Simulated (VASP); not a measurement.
## Si5Sn: relaxation of cell and atoms with PBE

Crystal: Si5Sn.

```
Si Sn
1.0
     5.57961    0.00000    0.00000
    -2.78980    4.83208    0.00000
     0.00000    0.00000    7.33694
Si Sn
5 1
Cartesian
  2.7898 0.0000 3.6685
  -1.3949 2.4160 3.6685
  1.3949 2.4160 3.6685
  0.0000 0.0000 6.2634
  0.0000 0.0000 1.0736
  0.0000 0.0000 3.6685
```

The cell was generated, and may not be a known phase.

```yaml
Program: VASP 6.6.1
Task: relaxation of cell and atoms
Functional: PBE
Potentials_or_basis: VASP PAW PBE potentials, release 64 (Si, Sn_d)
Cutoff: 600 eV
k_mesh: 6 × 6 × 4
Occupations: gaussian, width 0.1 eV
Spin: no spin polarisation
Dipole_correction: no
Further_INCAR_settings: ALGO = Normal; EDIFF = 1e-06; IBRION = 2; EDIFFG = -0.04; NSW = 90; ISIF = 3
```

| Item | Value |
| --- | --- |
| Relaxed volume | 33.29 Å³/atom |
| Relaxed cell | a = 5.543 Å, b = 5.543 Å, c = 7.507 Å, α = 90.00°, β = 90.00°, γ = 120.00° |
| Space group after relaxing (to 0.1 Å) | P6/mmm (No. 191) |
| Energy gained by relaxing | 6.3 meV/atom |
| Ionic steps | 4 |
| Pressure after relaxing | 0.0 GPa |
| Largest force after relaxing | 0.024 eV/Å |
| Band gap on the k mesh | zero (bands 17 and 18 overlap by 0.94 eV) |

Forces on the atoms (eV/Å):
```
Si   0.000  0.000  0.000
Si   0.000  0.000  0.000
Si   0.000  0.000  0.000
Si   0.000  0.000  0.024
Si   0.000  0.000 -0.024
Sn   0.000  0.000  0.000
```

Step by step:
| step | energy change (eV) | largest force (eV/Å) | pressure (GPa) | volume (Å³) |
| --- | --- | --- | --- | --- |
| 1 | 0.0000 | 0.1334 | 0.47 | 197.81 |
| 2 | -0.0315 | 0.3811 | -0.21 | 200.52 |
| 3 | -0.0329 | 0.2976 | -0.10 | 200.03 |
| 4 | -0.0379 | 0.0236 | 0.01 | 199.74 |

Final structure:
```yaml
crystal:
  lattice:
    - [5.54285, 0.00000, 0.00000]
    - [-2.77142, 4.80025, 0.00000]
    - [0.00000, 0.00000, 7.50704]
  atoms:
    - { symbol: Si, position: [0.50000, 0.00000, 0.50000] }
    - { symbol: Si, position: [0.00000, 0.50000, 0.50000] }
    - { symbol: Si, position: [0.50000, 0.50000, 0.50000] }
    - { symbol: Si, position: [0.00000, 0.00000, 0.85471] }
    - { symbol: Si, position: [0.00000, 0.00000, 0.14529] }
    - { symbol: Sn, position: [0.00000, 0.00000, 0.50000] }
```

Levels at points of the mesh, in eV from the Fermi level:
| k point | band 15 | band 16 | band 17 | band 18 | band 19 | band 20 |
| --- | --- | --- | --- | --- | --- | --- |
| (0.00, 0.00, 0.00) | -1.34 | -0.05 | -0.05 | 0.45 | 1.55 | 1.55 |
| (0.50, 0.00, 0.00) | -0.84 | -0.12 | -0.01 | 0.18 | 0.32 | 0.40 |
| (0.00, 0.00, 0.50) | -2.78 | -0.58 | -0.43 | -0.43 | 1.62 | 1.62 |
| (0.50, 0.00, 0.50) | -0.68 | -0.17 | 0.00 | 0.17 | 0.19 | 0.38 |

It took 5.7 min on 1 thread of AMD EPYC 7R43 64-Core Processor (Zen 3) (shared host), peak memory 0.4 GiB.

Caveat: spin-orbit coupling is left out, which moves the levels of the heavy elements.
